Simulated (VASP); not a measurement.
Input of a VASP 6.6.1 run:

File INCAR:

```
PREC = Accurate ; ENCUT = 520
EDIFF = 1E-6 ; ISMEAR = 0
SIGMA = 0.1 ; LREAL = False
LASPH = True ; NELM = 100
ALGO = Normal ; ISIF = 2
LWAVE = False ; LCHARG = False
GGA = PS ; NBANDS = 26
```

The input KPOINTS:

```
regular mesh
0
Gamma
  6 6 6
```

The input POSCAR:

```
Ga
1.0
    4.7016649139      0.0000000000      0.0000000000
   -2.3508324569      4.0717612555      0.0000000000
    0.0000000000      0.0000000000      2.8212786684
Ga
3
Direct
    0.0000000000      0.0000000000      0.0000000000
    0.3333333333      0.6666666667      0.5000000000
    0.6666666667      0.3333333333      0.5000000000
```

Potentials or basis: VASP PAW PBE potentials, release 64 (Ga_d).

Run with:

```bash
$ cat potpaw_PBE.64/Ga_d/POTCAR > POTCAR
$ mpirun -np 1 vasp_std > vasp.out
```

Problem. Predict the pressure.

Solution. 0.1 GPa.

Caveat: the k points lie up to 0.37 Å⁻¹ apart; the PAW data sets were made with another functional, which shifts forces and pressure a little.
